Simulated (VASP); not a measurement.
**GaH6: single point with PBE**

Crystal: GaH6.

```
CELL_PARAMETERS angstrom
4.79712 0.00000 0.00000
0.00000 4.79712 0.00000
0.00000 0.00000 4.79712
ATOMIC_POSITIONS crystal
Ga 0.00000 0.00000 0.00000
H 0.07837 0.50000 0.50000
H 0.50000 0.07837 0.50000
H 0.92163 0.50000 0.50000
H 0.50000 0.92163 0.50000
H 0.50000 0.50000 0.07837
H 0.50000 0.50000 0.92163
```

The cell was built from a structure type or drawn by symmetry, and may not be a known phase.

```json
{"Program": "VASP 6.6.1", "Task": "single point", "Functional": "PBE", "Potentials or basis": "VASP PAW PBE potentials, release 64 (Ga_d, H)", "Cutoff": "520 eV", "k mesh": "8 × 8 × 8", "Occupations": "gaussian, width 0.1 eV", "Spin": "no spin polarisation", "Dipole correction": "no", "Further INCAR settings": "ALGO = Normal; EDIFF = 1e-07; NBANDS = 18"}
```

```yaml
Pressure: -0.1 GPa
Largest_force: 0.006 eV/Å
Band_gap_on_the_k_mesh: zero (an odd number of electrons rules out a gap without spin polarisation)
```

Forces on the atoms (eV/Å):
```
Ga   0.000  0.000  0.000
H   -0.006  0.000  0.000
H    0.000 -0.006  0.000
H    0.006  0.000  0.000
H    0.000  0.006  0.000
H    0.000  0.000 -0.006
H    0.000  0.000  0.006
```

Levels at points of the mesh, in eV from the Fermi level:
```tsv
k point	band 6	band 7	band 8	band 9	band 10	band 11	band 12	band 13
(0.00, 0.00, 0.00)	-9.42	-7.72	-7.72	-5.55	0.48	0.48	0.48	4.78
(0.50, 0.00, 0.00)	-8.73	-8.43	-7.70	-5.81	0.57	1.13	1.13	3.35
(0.50, 0.50, 0.00)	-8.21	-8.21	-8.20	-6.06	0.04	0.04	1.55	1.56
(0.50, 0.50, 0.50)	-8.13	-8.13	-8.13	-5.79	-0.63	-0.63	-0.63	0.30
```

Run time: 69 s on 1 thread of Intel Xeon 8259CL (shared host), peak memory 0.24 GiB.
